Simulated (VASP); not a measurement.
# C (P1) in VASP: single point with r2SCAN

Aim: the single point of C with r2SCAN.

Program: VASP 6.6.1. These are calculated values, not measurements. Logs are shortened: lines on timing, memory, paths and dates and some standing lists are left out, and cuts for length are marked.

## 1. The cell of the first run

The typed cell holds 4 atoms: a = 2.517 Å, b = 2.517 Å, c = 4.360 Å, α = 73.22°, β = 73.22°, γ = 60.00°.

## 2. Single point, r2SCAN (atoms displaced along a vibrational mode)

The input, POSCAR:

```
C
1.0
    0.0000000000     -1.7801161419     -1.7801161419
   -1.7801161419      0.0000000000     -1.7801161419
    1.7801161419      1.7801161419     -3.5602322838
C
4
Direct
    0.7281548793      0.7855859521      0.7402700021
    0.2718451207      0.2144140479      0.2597299979
    0.3466679065      0.4040989793      0.8847299774
    0.9033320935      0.8459010207      0.3652700226
```

The input, INCAR.step1:

```
  PREC = Accurate
  ENCUT = 910
  ISMEAR = 0
  SIGMA = 0.05
  LREAL = False
  LASPH = True
  NELM = 120
  NBANDS = 16
  GGA = PE
  ALGO = Normal
  EDIFF = 1E-5
  LWAVE = True
  LCHARG = False
  GGA_COMPAT = False
```

The input, INCAR.step2:

```
  PREC = Accurate
  ENCUT = 910
  EDIFF = 1E-6
  ISMEAR = 0
  SIGMA = 0.05
  LREAL = False
  LASPH = True
  NELM = 120
  ALGO = Normal
  ISIF = 2
  LWAVE = False
  LCHARG = False
  METAGGA = R2SCAN
  LMIXTAU = True
  NBANDS = 16
  ISTART = 1
  GGA_COMPAT = False
```

The input, KPOINTS:

```
Automatic mesh
0
Gamma
  12 12 10
```

Potentials or basis: VASP PAW PBE potentials, release 64 (C_h).

Run with:

```
cat potpaw_PBE.64/C_h/POTCAR > POTCAR
cp INCAR.step1 INCAR
mpirun -np 1 vasp_std > vasp.out
cp INCAR.step2 INCAR
mpirun -np 1 vasp_std > vasp.out
```

OUTCAR:

```text
PREC = Accurate
   ENCUT = 910
   EDIFF = 1E-6
   ISMEAR = 0
   LREAL = False
   LASPH = True
   NELM = 120
   ISIF = 2
   METAGGA = R2SCAN
   ISTART = 1

 ion  position               nearest neighbor table
   1  0.728  0.786  0.740-
   2  0.272  0.214  0.260-   4 1.52   4 1.52   4 1.52
   3  0.347  0.404  0.885-
   4  0.903  0.846  0.365-   2 1.52   2 1.52   2 1.52

  LATTYP: Found a trigonal (rhomboedric) cell.
 ALAT       =     4.3603762305
 COS(alpha) =     0.8333333333

  Lattice vectors:

 A1 = (   1.7801161419,   3.5602322838,  -1.7801161419)
 A2 = (   3.5602322838,   1.7801161419,  -1.7801161419)
 A3 = (   1.7801161419,   1.7801161419,  -3.5602322838)

Analysis of symmetry for initial positions (statically):
=====================================================================
 Subroutine PRICEL returns:
 Original cell was already a primitive cell.

 Routine SETGRP: Setting up the symmetry group for a
 trigonal (rhombohedral) supercell.

 Subroutine GETGRP returns: Found  1 space group operations
 (whereof  1 operations were pure point group operations)
 out of a pool of 12 trial point group operations.

The static configuration has the point symmetry C_1 .

Analysis of symmetry for dynamics (positions and initial velocities):
=====================================================================
 Subroutine PRICEL returns:
 Original cell was already a primitive cell.

 Routine SETGRP: Setting up the symmetry group for a
 trigonal (rhombohedral) supercell.

 Subroutine GETGRP returns: Found  1 space group operations
 (whereof  1 operations were pure point group operations)
 out of a pool of 12 trial point group operations.

The dynamic configuration has the point symmetry C_1 .

 Subroutine INISYM returns: Found  1 space group operations
 (whereof  1 operations are pure point group operations),
 and found     1 'primitive' translations

----------------------------------------------------------------------------------------

                                     Primitive cell

  volume of cell :      22.5634

[... 111 lines left out ...]
   LASPH  =      T    aspherical Exc in radial PAW
   ENCUT  =  910.0 eV  66.88 Ry    8.18 a.u.   6.19  6.19 10.73*2*pi/ulx,y,z
   NELM   =    120;   NELMIN=  2; NELMDL=  0     # of ELM steps
   EDIFF  = 0.1E-05   stopping-criterion for ELM
   LREAL  =      F    real-space projection
   EDIFFG = 0.1E-04   stopping-criterion for IOM
   NSW    =      0    number of steps for IOM
   IBRION =     -1    ionic relax: 0-MD 1-quasi-New 2-CG
   NFREE  =      0    steps in history (QN), initial steepest desc. (CG)
   ISIF   =      2    stress and relaxation
   ISYM   =      2    0-nonsym 1-usesym 2-fastsym
   POTIM  = 0.5000    time-step for ionic-motion
   TEBEG  =    0.0;   TEEND  =   0.0 temperature during run
   PSTRESS=    0.0 pullay stress
   NELECT =      16.0000    total number of electrons
   NUPDOWN=      -1.0000    fix difference up-down
   EMIN   =  10.00;   EMAX   =-10.00  energy-range for DOS
   EFERMI =   0.00;   METHOD = LEGACY
   ISMEAR =     0;   SIGMA  =   0.05  broadening in eV -4-tet -1-fermi 0-gaus
   EFERMI_NEDOS =   21; number of points for ismear=-14 and -15
   IALGO  =     38    algorithm
   IMIX   =      4    mixing-type and parameters
     AMIX     =   0.40;   BMIX     =  1.00
     AMIX_MAG =   1.60;   BMIX_MAG =  1.00
  volume/ion in A,a.u.               =       5.64        38.07
  Fermi-wavevector in a.u.,A,eV,Ry     =   1.459867  2.758748 28.996877  2.131210
  Thomas-Fermi vector in A             =   2.576383
   LORBIT       =      0    0 simple, 1 ext, 2 COOP (PROOUT), +10 PAW based schemes
   METAGGA = R2SCAN    functional components
   LHFCALC =     F    Hartree Fock is set to
   AEXX    =    0.0000 exact exchange contribution
   IVDW    =     0    specifies the selected vdW correction
   LEPSILON=     F    determine dielectric tensor
   LRPA    =     F    only Hartree local field effects (RPA)
 non-spin polarized calculation
 Gauss-broadening in eV      SIGMA  =   0.05
  energy-cutoff  :      910.00
  volume of cell :       22.56
 maximum number of plane-waves:      1428
 NGX is ok and might be reduce to    28
   NGX = 13   NGY = 13   NGZ = 21

 number of electron      16.0000000 magnetization

 Free energy of the ion-electron system (eV)
  ---------------------------------------------------
  ext. energy  EPLUGINS =         0.00000000
  ---------------------------------------------------
  free energy    TOTEN  =       -39.05621534 eV

  energy without entropy =      -39.05621534  energy(sigma->0) =      -39.05621534

 E-fermi :  11.4128     XC(G=0): -14.3098

 val. band max:       11.1663983112   @ k =   0.0000   0.0000   0.0000
 cond. band min:      15.2881633047   @ k =   0.0000  -0.4167   0.4000
 fundamental gap:      4.1217649935
 Fermi energy:        11.4128281880

 k-point     1 :       0.0000    0.0000    0.0000
  band No.  band energies     occupation
      1     -11.7879      2.00000
      2      -5.7125      2.00000
      3      -3.0799      2.00000
      4       7.8677      2.00000
      5       7.8922      2.00000
      6      11.0534      2.00000
[... 433 lines left out ...]
      3      -0.1083      2.00000
      4       2.5916      2.00000
      5       4.1275      2.00000
      6       5.1673      2.00000
[... 8 lines left out ...]
     15      24.8860      0.00000
     16      26.7969      0.00000

 [... further k-points ...]

------------------------ aborting loop because EDIFF is reached ----------------------------------------

  FORCE on cell =-STRESS in cart. coord.  units (eV):
  Direction    XX          YY          ZZ          XY          YZ          ZX
  --------------------------------------------------------------------------------------
  -------------------------------------------------------------------------------------
  Total       -0.1751286     -0.0388283      0.1499643     -0.0404388      0.1578986      0.1082251
  in kB      -12.4354840     -2.7571068     10.6486237     -2.8714648     11.2120217      7.6848190
  external PRESSURE =      -1.5146557 kB  Pullay stress =       0.0000000 kB

 VOLUME and BASIS-vectors are now :
 -----------------------------------------------------------------------------
  energy-cutoff  :      910.00
  volume of cell :       22.56
      direct lattice vectors                 reciprocal lattice vectors
     0.000000000 -1.780116142 -1.780116142     0.140440275 -0.421320824 -0.140440275
    -1.780116142  0.000000000 -1.780116142    -0.421320824  0.140440275 -0.140440275
     1.780116142  1.780116142 -3.560232284     0.140440275  0.140440275 -0.140440275

 POSITION                                       TOTAL-FORCE (eV/Angst)
 -----------------------------------------------------------------------------------
     -0.08067      0.02157     -5.33017         2.474620      1.054356     -1.477513
      0.08067     -0.02157     -1.79030        -2.425985     -1.026159      1.476720
      0.85558      0.95781     -4.48630        -0.888032     -2.286663      1.834427
     -0.85558     -0.95781     -4.41428         0.839397      2.258466     -1.833634
 -----------------------------------------------------------------------------------
    total drift:                               -0.000216     -0.000204     -0.000267

  FREE ENERGIE OF THE ION-ELECTRON SYSTEM (eV)
  ---------------------------------------------------
  free  energy   TOTEN  =       -39.0562153440 eV

  energy  without entropy=      -39.0562153440  energy(sigma->0) =      -39.05621534
```

It took 14 min on 1 thread of Intel Xeon 6975P-C (Granite Rapids), shared host; peak memory 0.51 GiB.

What came out:

```yaml
Free_energy: -39.0562 eV
Pressure: -0.2 GPa
Largest_force: 3.069 eV/Å
Band_gap_on_the_k_mesh: 4.12 eV (least direct gap 5.67 eV)
```

Forces on the atoms (eV/Å):
```
C    2.475  1.054 -1.478
C   -2.426 -1.026  1.477
C   -0.888 -2.287  1.834
C    0.839  2.258 -1.834
```

Levels at points of the mesh, in eV from the valence-band top:
```csv
k point,band 4,band 5,band 6,band 7,band 8,band 9,band 10,band 11,band 12,band 13
"(0.00, 0.00, 0.00)",-3.30,-3.27,-0.11,-0.05,0.00,5.67,5.73,5.76,8.71,8.74
"(0.50, 0.00, 0.00)",-11.27,-7.45,-7.10,-6.02,-4.59,5.75,6.68,10.73,12.42,12.76
"(0.00, 0.50, 0.00)",-11.28,-7.41,-7.08,-6.06,-4.60,5.74,6.66,10.62,12.58,12.87
"(0.50, 0.50, 0.00)",-13.50,-6.97,-6.75,-3.12,-3.02,4.69,4.97,8.68,8.84,8.88
"(0.00, 0.00, 0.50)",-6.63,-2.74,-2.74,-1.29,-1.29,7.27,7.50,7.87,8.36,8.78
"(0.50, 0.00, 0.50)",-13.47,-6.97,-6.74,-3.06,-3.01,4.55,4.90,8.63,8.90,8.97
"(0.00, 0.50, 0.50)",-13.46,-6.98,-6.73,-3.03,-3.00,4.45,4.84,8.69,8.87,9.00
"(0.50, 0.50, 0.50)",-11.26,-7.50,-7.13,-5.98,-4.56,5.76,6.70,10.98,12.00,12.74
```

Caveat: the cell differs from its parent crystal (atoms displaced along a vibrational mode); the cutoff is under 1.25 times the usual one of these potentials, so pressure, stress and relaxed cells hold a basis-set (Pulay) error; the PAW data sets were made with another functional, which shifts forces and pressure a little. A k mesh can miss the band edges.
